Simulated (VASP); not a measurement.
Write the native input for VASP 6.6.1 that does the following.

```yaml
Task: single point
Functional: PBE
Potentials_or_basis: VASP PAW PBE potentials, release 64 (Al, Ru_pv)
Cutoff: 500 eV
k_mesh: 6 × 6 × 6
Occupations: gaussian, width 0.1 eV
Spin: collinear spin
Starting_moments: "[0.0, 0.1] μB"
Dipole_correction: no
Further_INCAR_settings: ALGO = Normal; EDIFF = 1e-06; NBANDS = 20
```

The structure of AlRu lies in POSCAR:

```
AlRu
1.0
    2.9824954400      0.0000000000      0.0000000000
    0.0000000000      2.9824954400      0.0000000000
    0.0000000000      0.0000000000      2.9824954400
Al Ru
1 1
Direct
    0.0000000000      0.0000000000      0.0000000000
    0.5000000000      0.5000000000      0.5000000000
```

The input as run:

INCAR

```
PREC     = Accurate       # precision mode
ENCUT    = 500            # plane-wave cutoff, eV
EDIFF    = 1E-6           # SCF threshold, eV
ISMEAR   = 0              # smearing method
SIGMA    = 0.1            # smearing width, eV
LREAL    = F              # projectors in reciprocal space
LASPH    = T              # aspherical terms in the spheres
NELM     = 200            # most SCF steps
ALGO     = Normal         # electronic algorithm
ISIF     = 2              # what is computed and relaxed
LWAVE    = F              # write WAVECAR
LCHARG   = F              # write CHGCAR
ISPIN    = 2              # spin polarisation
MAGMOM   = 0 0.1          # initial moments
LORBIT   = 11             # projections on sites
LMAXMIX  = 4              # l up to which the mixer works
GGA      = PE             # functional
NBANDS   = 20             # bands
GGA_COMPAT= F
```

KPOINTS

```
Automatic mesh
0
Gamma
  6 6 6
```

Potentials or basis: VASP PAW PBE potentials, release 64 (Al, Ru_pv).

Run with:

```sh
$ cat potpaw_PBE.64/Al/POTCAR potpaw_PBE.64/Ru_pv/POTCAR > POTCAR
$ mpirun -np 1 vasp_std > vasp.out
```

It gave:

```json
{
 "Pressure": "4.4 GPa",
 "Net moment": "0.05 μB per cell",
 "Site moments": "Al -0.00; Ru +0.05 μB",
 "Valence electrons inside the program's atomic spheres": "Al 0.81; Ru 12.80"
}
```

Caveat: the cell stands under pressure.

Run time: 27 s on 1 thread of Intel Xeon 8259CL, with other jobs on the host, peak memory 0.16 GiB.
